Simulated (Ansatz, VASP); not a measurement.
# Hf in VASP and in Ansatz

```
Hf
1.0
    -1.78695    1.80500    1.80500
     1.80500   -1.78695    1.80500
     1.80500    1.80500   -1.78695
Hf
1
Direct
  0.00000 0.00000 0.00000
```

Change from the starting cell: equal xy, yz and zx shear strains of +1 %.

Alike in both runs: task single point; functional PBEsol; k mesh 16 × 16 × 16; occupations fermi-dirac, width 0.08 eV; no spin polarisation.

|  | VASP | Ansatz |
| --- | --- | --- |
| version | VASP 6.6.1 | Ansatz 0.2.0 |
| potentials or method | VASP PAW PBE potentials, release 64 (Hf_pv), cutoff 520 eV | all-electron LAPW, scalar-relativistic |

```csv
,VASP,Ansatz,Ansatz less VASP
pressure (GPa),-9.2,-8.9,+0.33
"traceless stress, the component that is largest in VASP (GPa)",-0.45,-0.45,-0.006
```

VASP's potentials were made for PBE, not for PBEsol. Ansatz ran all-electron here, and VASP with PAW potentials.

Neither program's run includes spin-orbit coupling.
